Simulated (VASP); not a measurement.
# AlN (P6_3mc) in VASP: a series of runs, part 2 of 2

VASP 6.6.1. The steps go on from the part before.

## Step 5: Single point, r2SCAN

Input file POSCAR:

```
AlN
1.0
    3.0923339994      0.0000000000      0.0000000000
   -1.5461669997      2.6780398005      0.0000000000
    0.0000000000      0.0000000000      4.9810000000
Al N
2 2
Direct
    0.3333333333      0.6666666667      0.0006344546
    0.6666666667      0.3333333333      0.5006344546
    0.3333333333      0.6666666667      0.3813655454
    0.6666666667      0.3333333333      0.8813655454
```

Input file INCAR.step1:

```
SYSTEM = AlN
  PREC = Accurate
  ENCUT = 520
  ISMEAR = 0
  SIGMA = 0.05
  LREAL = .False.
  LASPH = .True.
  NELM = 100
  NBANDS = 16
  GGA = PE
  ALGO = Normal
  EDIFF = 1E-4
  LWAVE = .True.
  LCHARG = .False.
```

Input file INCAR.step2:

```
SYSTEM = AlN
  PREC = Accurate
  ENCUT = 520
  EDIFF = 1E-7
  ISMEAR = 0
  SIGMA = 0.05
  LREAL = .False.
  LASPH = .True.
  NELM = 100
  ALGO = Normal
  ISIF = 2
  LWAVE = .False.
  LCHARG = .False.
  METAGGA = R2SCAN
  LMIXTAU = .True.
  NBANDS = 16
  ISTART = 1
```

Input file KPOINTS:

```
regular mesh
0
Gamma
  8 8 5
  0 0 0
```

Potentials or basis: VASP PAW PBE potentials, release 64 (Al, N).

Command:

```
cat potpaw_PBE.64/Al/POTCAR potpaw_PBE.64/N/POTCAR > POTCAR
cp INCAR.step1 INCAR
mpirun -np 1 vasp_std > vasp.out
cp INCAR.step2 INCAR
mpirun -np 1 vasp_std > vasp.out
```

OUTCAR:

```text
SYSTEM = AlN
   PREC = Accurate
   ENCUT = 520
   EDIFF = 1E-7
   ISMEAR = 0
   LREAL = .False.
   LASPH = .True.
   NELM = 100
   ISIF = 2
   METAGGA = R2SCAN
   ISTART = 1

 ion  position               nearest neighbor table
   1  0.333  0.667  0.001-   4 1.88   4 1.88   4 1.88   3 1.90   2 3.06   2 3.06   2 3.06   2 3.06
                             2 3.06   2 3.06
   2  0.667  0.333  0.501-   3 1.88   3 1.88   3 1.88   4 1.90   1 3.06   1 3.06   1 3.06   1 3.06
                             1 3.06   1 3.06
   3  0.333  0.667  0.381-   2 1.88   2 1.88   2 1.88   1 1.90
   4  0.667  0.333  0.881-   1 1.88   1 1.88   1 1.88   2 1.90
[... 662 lines left out ...]
  -------------------------------------------------------------------------------------
  Total        0.5512273      0.5512273      0.1053452      0.0000000     -0.0000000      0.0000000
  in kB       21.4102301     21.4102301      4.0917139      0.0000000     -0.0000000      0.0000000
  external PRESSURE =      15.6373913 kB  Pullay stress =       0.0000000 kB

 VOLUME and BASIS-vectors are now :
 -----------------------------------------------------------------------------
  energy-cutoff  :      520.00
  volume of cell :       41.25
      direct lattice vectors                 reciprocal lattice vectors
     3.092333999  0.000000000  0.000000000     0.323380333  0.186703723  0.000000000
    -1.546167000  2.678039801  0.000000000     0.000000000  0.373407445  0.000000000
     0.000000000  0.000000000  4.981000000     0.000000000  0.000000000  0.200762899

 POSITION                                       TOTAL-FORCE (eV/Angst)
 -----------------------------------------------------------------------------------
     -0.00000      1.78536      0.00316         0.000000     -0.000000     -0.001320
      1.54617      0.89268      2.49366        -0.000000      0.000000     -0.001320
     -0.00000      1.78536      1.89958        -0.000000     -0.000000      0.001320
      1.54617      0.89268      4.39008        -0.000000     -0.000000      0.001320
 -----------------------------------------------------------------------------------
    total drift:                               -0.000000     -0.000000     -0.016543

  FREE ENERGIE OF THE ION-ELECTRON SYSTEM (eV)
  ---------------------------------------------------
  free  energy   TOTEN  =       -38.4537373053 eV

  energy  without entropy=      -38.4537373053  energy(sigma->0) =      -38.45373731
```

OUTCAR.step1:

```text
SYSTEM = AlN
   PREC = Accurate
   ENCUT = 520
   ISMEAR = 0
   LREAL = .False.
   LASPH = .True.
   NELM = 100
[... 689 lines left out ...]
      1.54617      0.89268      2.49366         0.000000     -0.000000     -0.003890
     -0.00000      1.78536      1.89958         0.000000     -0.000000      0.003890
      1.54617      0.89268      4.39008        -0.000000      0.000000      0.003890
 -----------------------------------------------------------------------------------
    total drift:                               -0.000000      0.000000     -0.000812

  FREE ENERGIE OF THE ION-ELECTRON SYSTEM (eV)
  ---------------------------------------------------
  free  energy   TOTEN  =       -29.7544824800 eV

  energy  without entropy=      -29.7544824800  energy(sigma->0) =      -29.75448248
```

OSZICAR.step1:

```text
N       E                     dE             d eps       ncg     rms          rms(c)
DAV:   1     0.410361438003E+02    0.41036E+02   -0.73156E+03   960   0.894E+02
DAV:   2    -0.311119404230E+02   -0.72148E+02   -0.66828E+02  1304   0.188E+02
DAV:   3    -0.345320951081E+02   -0.34202E+01   -0.34107E+01  1232   0.429E+01
DAV:   4    -0.345528180716E+02   -0.20723E-01   -0.20722E-01  1184   0.369E+00
DAV:   5    -0.345530876929E+02   -0.26962E-03   -0.26962E-03  1272   0.427E-01    0.123E+01
DAV:   6    -0.297446032404E+02    0.48085E+01   -0.10675E+01  1136   0.238E+01    0.420E+00
DAV:   7    -0.297663215031E+02   -0.21718E-01   -0.69378E-01  1048   0.585E+00    0.297E+00
DAV:   8    -0.297588314367E+02    0.74901E-02   -0.59144E-02  1096   0.223E+00    0.573E-01
DAV:   9    -0.297539517100E+02    0.48797E-02   -0.12019E-02  1304   0.809E-01    0.243E-01
DAV:  10    -0.297545610056E+02   -0.60930E-03   -0.21967E-03  1056   0.296E-01    0.129E-01
DAV:  11    -0.297544824800E+02    0.78526E-04   -0.17171E-04   904   0.101E-01
   1 F= -.29754482E+02 E0= -.29754482E+02  d E =-.233554E-16
```

Run time: 34 s. Hardware: 1 thread of Intel Xeon 6975P-C (Granite Rapids), shared host; peak memory 0.16 GiB.

What came out:

```
Free energy            : -38.4537 eV
Pressure               : 1.6 GPa
Band gap on the k mesh : 5.03 eV, direct
```

Stress tensor (GPa, compression positive):
```
2.14 0.00 0.00
0.00 2.14 0.00
0.00 0.00 0.41
```

Caveat: the PAW data sets were made with another functional, which shifts forces and pressure a little. r2SCAN opens gaps a little over a GGA but as a rule still falls short of measured ones.

## Step 6: Overview

| level | potentials or basis | smearing | gap on the mesh (eV) | pressure (GPa) |
| --- | --- | --- | --- | --- |
| PBE | VASP PAW PBE potentials, release 64 (Al, N) | gaussian 0.03 eV | 4.35 | 6.3 |
| LDA | VASP PAW LDA potentials, release 64 (Al, N) | gaussian 0.05 eV | 4.37 | -1.4 |
| LDA | VASP PAW LDA potentials, release 64 (Al, N) | gaussian 0.03 eV | 4.37 | -1.4 |
| r2SCAN | VASP PAW PBE potentials, release 64 (Al, N) | gaussian 0.05 eV | 5.03 | 1.6 |

Alike in all rows: task single point; no spin polarisation; cell as given; k mesh 8 × 8 × 5; cutoff (eV) 520.

Caveats: the PAW data sets were made with another functional, which shifts forces and pressure a little (some runs).

Total energies depend on the potentials used, so only differences within one code and one set of settings carry meaning.
